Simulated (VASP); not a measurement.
A run of VASP 6.6.1 is set up as follows.

The input INCAR:

```
SYSTEM = CaBC
PREC     = Accurate       ! precision mode
ENCUT    = 520            ! plane-wave cutoff, eV
EDIFF    = 1E-6           ! SCF threshold, eV
ISMEAR   = 0              ! smearing method
SIGMA    = 0.15           ! smearing width, eV
LREAL    = .False.        ! projectors in reciprocal space
LASPH    = .True.         ! aspherical terms in the spheres
NELM     = 60             ! most SCF steps
ALGO     = Normal         ! electronic algorithm
ISIF     = 2              ! what is computed and relaxed
LWAVE    = .False.        ! write WAVECAR
LCHARG   = .False.        ! write CHGCAR
GGA      = PE             ! functional
NBANDS   = 26             ! bands
```

The input KPOINTS:

```
Automatic mesh
0
Gamma
  18 18 6
  0 0 0
```

POSCAR

```
CaBC
1.0
    2.9619761264      0.0000000000      0.0000000000
   -1.4809880632      2.5651465708      0.0000000000
    0.0000000000      0.0000000000      8.1933817783
Ca B C
2 2 2
Direct
    0.0000000000      0.0000000000      0.0000000000
    0.0000000000      0.0000000000      0.5000000000
    0.6666666667      0.3333333333      0.2957686472
    0.3333333333      0.6666666667      0.7957686472
    0.6666666667      0.3333333333      0.7500000000
    0.3333333333      0.6666666667      0.2500000000
```

Potentials or basis: VASP PAW PBE potentials, release 64 (Ca_sv, B, C).

Run with:

```bash
$ cat potpaw_PBE.64/Ca_sv/POTCAR potpaw_PBE.64/B/POTCAR potpaw_PBE.64/C/POTCAR > POTCAR
$ mpirun -np 1 vasp_std > vasp.out
```

Q: Estimate the pressure.

A: 6.3 GPa.

Q: Estimate the largest force.

A: 4.740 eV/Å.

Stress tensor (GPa, compression positive):
```
8.96 0.00 0.00
0.00 8.96 0.00
0.00 0.00 1.01
```

Caveat: the cell differs from its parent crystal (all B atoms moved +0.375 Å, as atom 3 along Cartesian [0 0 1]); the stress differs along the axes, from 1 to 9 GPa; forces of over 1 eV/Å act on the atoms, so gaps and moduli don't describe the material at rest.
